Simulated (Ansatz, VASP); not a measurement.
Two plane-wave programs on NaI

POSCAR

```
NaI
1.0
    0.0000000000      3.1393080000      3.2364000000
    3.1393080000      0.0000000000      3.2364000000
    3.1393080000      3.1393080000      0.0000000000
Na I
1 1
Direct
    0.0000000000      0.0000000000      0.0000000000
    0.5000000000      0.5000000000      0.5000000000
```

INCAR.step1

```
SYSTEM = NaI
PREC = Accurate
ENCUT = 520
ISMEAR = 0
SIGMA = 0.05
LREAL = .FALSE.
LASPH = .TRUE.
NELM = 60
NBANDS = 14
GGA = PE
ALGO = Normal
EDIFF = 1E-4
LWAVE = .TRUE.
LCHARG = .FALSE.
```

Contents of INCAR.step2:

```
SYSTEM = NaI
PREC = Accurate
ENCUT = 520
EDIFF = 1E-6
ISMEAR = 0
SIGMA = 0.05
LREAL = .FALSE.
LASPH = .TRUE.
NELM = 60
ALGO = Normal
ISIF = 2
LWAVE = .FALSE.
LCHARG = .FALSE.
METAGGA = R2SCAN
LMIXTAU = .TRUE.
NBANDS = 14
ISTART = 1
```

Contents of KPOINTS:

```
regular mesh
0
G
  6 6 6
  0 0 0
```

Input for Ansatz:

```yaml
crystal:
  lattice:
    - [0.0, 3.139308, 3.2364]
    - [3.139308, 0.0, 3.2364]
    - [3.139308, 3.139308, 0.0]
  atoms:
    - { symbol: Na, position: [0.0, 0.0, 0.0] }
    - { symbol: I, position: [0.5, 0.5, 0.5] }
basis:
  ecutwfc: 500
kpoints:
  mp_grid: { grid: [6, 6, 6] }
hamiltonian:
  xc: r2scan
scf:
  occupations: { method: gaussian, width: 0.05 }
output:
  forces: true
  stress: true
  eigenvalues: true
```

Change from the starting cell: strain -0.030 along x and y, +0.000 along z, atoms carried along.

Alike in both runs: task single point; functional r2SCAN; k mesh 6 × 6 × 6; occupations gaussian, width 0.05 eV; no spin polarisation.

|  | VASP | Ansatz |
| --- | --- | --- |
| version | VASP 6.6.1 | Ansatz 0.2.0 |
| potentials or method | VASP PAW PBE potentials, release 64 (Na_pv, I), cutoff 520 eV | scalar-relativistic, plane waves, PAW |
| valence electrons in the cell | 14 | 26 |

|  | VASP | Ansatz | Ansatz less VASP |
| --- | --- | --- | --- |
| gap on the k mesh at the Fermi level (eV) | 4.62 | 4.61 | -0.009 |
| least direct gap on the mesh (eV) | 4.62 | 4.61 | -0.009 |
| pressure (GPa) | 1.0 | 1.1 | +0.08 |
| traceless stress, the component that is largest in VASP (GPa) | -0.71 | -0.72 | -0.018 |

VASP's potentials were made for PBE, not for r2SCAN. VASP's potentials hold 14 valence electrons a cell and Ansatz's 26, so a difference there can come from the potentials and not from the codes.

Spin-orbit coupling is off throughout.
